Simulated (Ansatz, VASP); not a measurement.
One calculation of P, two programs

```
P
1.0
     1.77750    1.02624    3.17663
    -1.77750    1.02624    3.17663
     0.00000   -2.05248    3.17663
P
2
Direct
  0.22708 0.22708 0.22708
  0.77292 0.77292 0.77292
```

Change from the starting cell: strain +0.030 along x and y, +0.015 along z, atoms carried along.

Alike in both runs: task single point; functional r2SCAN; k mesh 18 × 18 × 18; occupations gaussian, width 0.15 eV; no spin polarisation.

|  | VASP | Ansatz |
| --- | --- | --- |
| version | VASP 6.6.1 | Ansatz 0.2.0 |
| potentials or method | VASP PAW PBE potentials, release 64 (P), cutoff 520 eV | scalar-relativistic, plane waves, PAW |
| valence electrons in the cell | 10 | 10 |

|  | VASP | Ansatz | Ansatz less VASP |
| --- | --- | --- | --- |
| gap on the k mesh at the Fermi level (eV) | none | none | - |
| pressure (GPa) | -6.3 | -5.9 | +0.41 |
| traceless stress, the component that is largest in VASP (GPa) | 2.18 | 2.07 | -0.111 |
| rms of the force components (eV/Å) | 0.236 | 0.196 | -0.0405 |

VASP's potentials were made for PBE, not for r2SCAN. Atom by atom the forces differ by 0.041 eV/Å (rms over components). A gap of «none» marks a metal or a gap that the smearing closes.
